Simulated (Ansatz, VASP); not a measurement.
Two plane-wave programs on KF

```xyz
2
Lattice="-0.1429 2.6410 2.6410 2.6410 -0.1429 2.6410 2.6410 2.6410 -0.1429" Properties=species:S:1:pos:R:3 pbc="T T T"
K     0.0000    0.0000    0.0000
F     2.5695    2.5695    2.5695
```

Alike in both runs: task single point; functional PBE; k mesh 8 × 8 × 8; occupations gaussian, width 0.05 eV; no spin polarisation.

|  | VASP | Ansatz |
| --- | --- | --- |
| version | VASP 6.6.1 | Ansatz 0.2.0 |
| potentials or method | VASP PAW PBE potentials, release 64 (K_sv, F), cutoff 520 eV | scalar-relativistic, plane waves, PAW |
| valence electrons in the cell | 16 | 16 |

```tsv
	VASP	Ansatz	Ansatz less VASP
gap on the k mesh at the Fermi level (eV)	5.87	5.89	+0.015
least direct gap on the mesh (eV)	5.87	5.89	+0.015
pressure (GPa)	-0.1	-0.1	-0.01
traceless stress, the component that is largest in VASP (GPa)	0.61	0.62	+0.008
```

With one functional, cell and mesh, what is left measures potentials, basis and numerics.
